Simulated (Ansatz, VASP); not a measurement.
**SnO in VASP and in Ansatz**

Contents of INCAR:

```
SYSTEM = SnO
ALGO = Fast
EDIFF = 1E-7
ENCUT = 520
GGA = PS
ISIF = 2
ISMEAR = 0
LASPH = .True.
LCHARG = .True.
LELF = .True.
LREAL = .False.
LVHAR = .True.
LWAVE = .False.
NBANDS = 28
NELM = 100
PREC = Accurate
SIGMA = 0.15
```

The input KPOINTS:

```
k-points
0
Gamma
  12 12 10
  0 0 0
```

The input POSCAR:

```
SnO
1.0
    3.2317000000      0.0000000000      0.0000000000
    0.0000000000      4.3723000000      0.0000000000
    0.0000000000      0.0000000000      4.8360000000
Sn O
2 2
Direct
    0.0000000000      0.5000000000      0.2385000000
    0.5000000000      0.0000000000      0.7615000000
    0.0000000000      0.0000000000      0.0000000000
    0.5000000000      0.5000000000      0.0000000000
```

Input for Ansatz:

```yaml
crystal:
  lattice:
    - [3.2317, 0.0, 0.0]
    - [0.0, 4.3723, 0.0]
    - [0.0, 0.0, 4.836]
  atoms:
    - { symbol: Sn, position: [0.0, 0.5, 0.2385] }
    - { symbol: Sn, position: [0.5, 0.0, 0.7615] }
    - { symbol: O, position: [0.0, 0.0, 0.0] }
    - { symbol: O, position: [0.5, 0.5, 0.0] }
basis:
  ecutwfc: 420
kpoints:
  mp_grid: { grid: [12, 12, 10] }
hamiltonian:
  xc: pbesol
scf:
  occupations: { method: gaussian, width: 0.15 }
output:
  forces: true
  stress: true
  eigenvalues: true
```

Change from the starting cell: strain -0.1500 x Voigt [1, -1, 0, 0, 0, 0], atoms carried along.

Alike in both runs: task single point; functional PBEsol; k mesh 12 × 12 × 10; occupations gaussian, width 0.15 eV; no spin polarisation.

|  | VASP | Ansatz |
| --- | --- | --- |
| version | VASP 6.6.1 | Ansatz 0.2.0 |
| potentials or method | VASP PAW PBE potentials, release 64 (Sn_d, O), cutoff 520 eV | scalar-relativistic, plane waves, PAW |
| valence electrons in the cell | 40 | 40 |

Ansatz gave:

| Property | Result |
| --- | --- |
| gap on the k mesh at the Fermi level (eV) | none |
| pressure (GPa) | 11.2 |
| traceless stress, the component that is largest in VASP (GPa) | 14.66 |
| rms of the force components (eV/Å) | 1.393 |

Q: What did VASP give for the same quantities?

A: gap on the k mesh at the Fermi level (eV): none; pressure (GPa): 11.5; traceless stress, the component that is largest in VASP (GPa): 14.96; rms of the force components (eV/Å): 1.443.

VASP's potentials were made for PBE, not for PBEsol. Atom by atom the forces differ by 0.051 eV/Å (rms over components). A gap of «none» marks a metal or a gap that the smearing closes.
